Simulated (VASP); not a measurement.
Sb: electric field gradients with LDA

The system is Sb.

```
Sb
1.0
     2.15060    1.24165    3.74400
    -2.15060    1.24165    3.74400
     0.00000   -2.48330    3.74400
Sb
2
Direct
  0.23364 0.23364 0.23364
  0.76636 0.76636 0.76636
```

| Item | Value |
| --- | --- |
| Program | VASP 6.6.1 |
| Task | electric field gradients |
| Functional | LDA |
| Potentials or basis | VASP PAW LDA potentials, release 64 (Sb) |
| Cutoff | 520 eV |
| k mesh | 12 × 12 × 12 |
| Occupations | fermi-dirac, width 0.03 eV |
| Spin | no spin polarisation |
| Dipole correction | no |
| Further INCAR settings | ALGO = Normal; EDIFF = 1e-08; NBANDS = 12 |

```
Pressure               : -0.6 GPa
Largest force          : 0.139 eV/Å
Band gap on the k mesh : zero (band 5 reaches 7.26 eV, above the bottom of band 6 at 6.98 eV)
```

Forces in eV/Å, atoms in the order of the input:
```
Sb   0.000  0.000  0.139
Sb   0.000  0.000 -0.139
```

Stress tensor (GPa, compression positive):
```
-0.39  0.00  0.00
 0.00 -0.39  0.00
 0.00  0.00 -0.90
```

Levels at points of the mesh, in eV from the Fermi level:
```tsv
k point	band 3	band 4	band 5	band 6	band 7	band 8
(0.00, 0.00, 0.00)	-2.05	-1.80	-1.80	2.07	2.69	2.69
(0.50, 0.00, 0.00)	-1.93	-1.80	-0.27	-0.23	0.19	0.50
(0.50, 0.50, 0.00)	-5.45	-3.75	-3.67	1.52	4.94	5.51
(0.50, 0.50, 0.50)	-1.30	-1.30	-0.53	0.13	0.13	1.13
```

Electric field gradients, principal values (V/Å²):
```
atom   least  middle  greatest (by size)
1 Sb  21.551  21.551             -43.103
2 Sb  21.551  21.551             -43.103
```

It took 100 s on 1 thread of Intel Xeon 6975P-C (shared host), peak memory 0.25 GiB.

Caveat: without QUAD_EFG the Cq values of the log hold for a quadrupole moment of 1 mb, not for the nuclei; spin-orbit coupling is left out, which moves the levels of the heavy elements.
